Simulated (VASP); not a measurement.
The system is LiNbO3.

```
Li Nb O
1.0
     3.93317    0.00000    0.00000
     0.00000    3.93317    0.00000
     0.00000    0.00000    3.93317
Li Nb O
1 1 3
Direct
  0.00000 0.00000 0.00000
  0.50000 0.50000 0.50000
  0.50000 0.50000 0.00000
  0.50000 0.00000 0.50000
  0.00000 0.50000 0.50000
```

Base run:

- Program: VASP 6.6.1
- Functional: r2SCAN
- Potentials or basis: VASP PAW PBE potentials, release 64 (Li_sv, Nb_sv, O)
- Cutoff: 520 eV
- k mesh: 6 × 6 × 6
- Occupations: gaussian, width 0.01 eV
- Spin: no spin polarisation

Its results: band gap on the k mesh 2.11 eV, indirect (least direct gap 2.95 eV).

Problem. The run is repeated on the same cell with these changes: functional from r2SCAN to PBE. What comes out?

Solution. Band gap on the k mesh 1.72 eV, indirect (least direct gap 2.51 eV).

r2SCAN gives the wider gap, since meta-GGAs in the generalised Kohn-Sham scheme recover part of the derivative discontinuity.

A k mesh can miss the band edges.
